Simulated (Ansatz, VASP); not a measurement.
## ZnS: VASP beside Ansatz

```
Zn S
1.0
     0.00000    2.68387    2.68387
     2.68387    0.00000    2.68387
     2.68387    2.68387    0.00000
Zn S
1 1
Direct
  0.75000 0.75000 0.75000
  0.00000 0.00000 0.00000
```

Alike in both runs: task single point; functional BLYP; dispersion D3(BJ); k mesh 9 × 9 × 9; occupations fermi-dirac, width 0.05 eV; no spin polarisation.

|  | VASP | Ansatz |
| --- | --- | --- |
| version | VASP 6.6.1 | Ansatz 0.2.0 |
| potentials or method | VASP PAW PBE potentials, release 64 (Zn, S) | Ansatz PAW |
| plane-wave cutoff (eV) | 520 | 420 |
| valence electrons in the cell | 18 | 18 |

```csv
,VASP,Ansatz,Ansatz less VASP
gap on the k mesh at the Fermi level (eV),2.22,2.19,-0.035
least direct gap on the mesh (eV),2.22,2.19,-0.035
pressure (GPa),0.8,0.7,-0.10
```

VASP's potentials were made for PBE, not for BLYP.

Noted on Ansatz's run: odd divisions of the mesh miss points on the zone boundary, where band edges often lie, so the gap on the mesh can be too wide.
